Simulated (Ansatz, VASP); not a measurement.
# BeB: VASP beside Ansatz

Contents of INCAR:

```
  ALGO = Normal
  EDIFF = 1E-6
  EDIFFG = -0.01
  ENCUT = 600
  GGA = PE
  IBRION = 2
  ISIF = 3
  ISMEAR = 0
  LASPH = T
  LCHARG = F
  LREAL = F
  LWAVE = F
  NELM = 60
  NSW = 100
  PREC = Accurate
  SIGMA = 0.1
```

File KPOINTS:

```
k-points
0
Gamma
  16 16 16
```

POSCAR

```
BeB
1.0
    1.5216961574     -3.3196722317      0.0000000000
    1.5216961574      3.3196722317      0.0000000000
    0.0000000000      0.0000000000      2.9276954401
Be B
2 2
Direct
    0.8625312270      0.1374687730      0.2500000000
    0.1374687730      0.8625312270      0.7500000000
    0.5622370483      0.4377629517      0.2500000000
    0.4377629517      0.5622370483      0.7500000000
```

Input for Ansatz:

```yaml
crystal:
  lattice:
    - [1.5216961574, -3.3196722317, 0.0]
    - [1.5216961574, 3.3196722317, 0.0]
    - [0.0, 0.0, 2.9276954401]
  atoms:
    - { symbol: Be, position: [0.862531227, 0.137468773, 0.25] }
    - { symbol: Be, position: [0.137468773, 0.862531227, 0.75] }
    - { symbol: B, position: [0.5622370483, 0.4377629517, 0.25] }
    - { symbol: B, position: [0.4377629517, 0.5622370483, 0.75] }
basis:
  ecutwfc: 420
kpoints:
  mp_grid: { grid: [16, 16, 16] }
hamiltonian:
  xc: pbe
scf:
  occupations: { method: gaussian, width: 0.1 }
output:
  forces: true
  stress: true
  eigenvalues: true
relax:
  adjacent_minimum: "off"
  f_tol: 0.01
  max_steps: 80
  cell: { stress_tol: 0.05 }
```

Alike in both runs: task relaxation of cell and atoms; functional PBE; k mesh 16 × 16 × 16; occupations gaussian, width 0.1 eV; no spin polarisation.

|  | VASP | Ansatz |
| --- | --- | --- |
| version | VASP 6.6.1 | Ansatz 0.2.0 |
| potentials or method | VASP PAW PBE potentials, release 64 (Be, B), cutoff 600 eV | scalar-relativistic, plane waves, PAW |
| valence electrons in the cell | 10 | 10 |

```csv
,VASP,Ansatz,Ansatz less VASP
"gap on the k mesh at the Fermi level, each at its own relaxed structure (eV)",none,none,-
relaxed volume (Å³/atom),7.36,7.36,-0.007
relaxed length of the cell vector where the two differ most in proportion (Å),3.682,3.680,-0.0016
```

A gap of «none» marks a metal or a gap that the smearing closes.
